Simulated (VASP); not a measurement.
Here is a VASP 6.6.1 calculation.

Contents of INCAR:

```
PREC = Accurate
ENCUT = 600
EDIFF = 1E-6
ISMEAR = 0
SIGMA = 0.02
LREAL = False
LASPH = True
NELM = 120
ALGO = Normal
ISIF = 2
LWAVE = False
LCHARG = False
NBANDS = 15
GGA_COMPAT = False
```

KPOINTS

```
regular mesh
0
Gamma
  8 8 8
```

The input POSCAR:

```
BaO
1.0
    0.0000000000      2.7170796843      2.7170796843
    2.7170796843      0.0000000000      2.7170796843
    2.7170796843      2.7170796843      0.0000000000
Ba O
1 1
Direct
    0.0000000000      0.0000000000      0.0000000000
    0.5000000000      0.5000000000      0.5000000000
```

Potentials or basis: VASP PAW LDA potentials, release 64 (Ba_sv, O).

Command:

```sh
$ cat potpaw_LDA.64/Ba_sv/POTCAR potpaw_LDA.64/O/POTCAR > POTCAR
$ mpirun -np 1 vasp_std > vasp.out
```

Problem. Predict the pressure.

Solution. 2.2 GPa.

Problem. What does it give for the band gap on the k mesh?

Solution. 1.60 eV, direct.

Caveat: spin-orbit coupling is left out, which moves the levels of the heavy elements. A k mesh can miss the band edges.
